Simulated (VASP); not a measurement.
A run of VASP 6.6.1 is set up as follows.

INCAR

```
SYSTEM = Al3Sb2P
PREC = Accurate ; ENCUT = 600
EDIFF = 1E-7 ; ISMEAR = 0
SIGMA = 0.1 ; LREAL = .False.
LASPH = .True. ; NELM = 100
ALGO = Normal ; ISIF = 3
LWAVE = .False. ; LCHARG = .False.
GGA = PE ; IBRION = 2
NSW = 90 ; EDIFFG = -0.04
```

The input KPOINTS:

```
Automatic mesh
0
Gamma
  4 4 4
  0 0 0
```

Contents of POSCAR:

```
Al3Sb2P
1.0
    2.1184487200     -7.1152245500      0.0000000000
    2.1184487200      7.1152245500      0.0000000000
    0.0000000000      0.0000000000      4.3842680800
Al Sb P
3 2 1
Direct
    0.5000000000      0.5000000000      0.5000000000
    0.3150000000      0.6850000000      0.0000000000
    0.6850000000      0.3150000000      0.0000000000
    0.1250000000      0.8750000000      0.5000000000
    0.8750000000      0.1250000000      0.5000000000
    0.0000000000      0.0000000000      0.0000000000
```

Potentials or basis: VASP PAW PBE potentials, release 64 (Al, Sb, P).

Launch:

```console
$ cat potpaw_PBE.64/Al/POTCAR potpaw_PBE.64/Sb/POTCAR potpaw_PBE.64/P/POTCAR > POTCAR
$ mpirun -np 1 vasp_std > vasp.out
```

(1) What does it give for the band gap on the k mesh?

(2) Predict the relaxed cell.

(3) What does it give for the space group after relaxing (to 0.1 Å)?

## Answers

(1) zero (bands 12 and 13 overlap by 2.52 eV).

(2) a = 8.014 Å, b = 8.014 Å, c = 3.864 Å, α = 90.00°, β = 90.00°, γ = 149.59°.

(3) Cmmm (No. 65).

Caveat: the k points lie up to 0.41 Å⁻¹ apart in the final cell, too coarse for converged energies and pressures of a metal; spin-orbit coupling is left out, which moves the levels of the heavy elements.
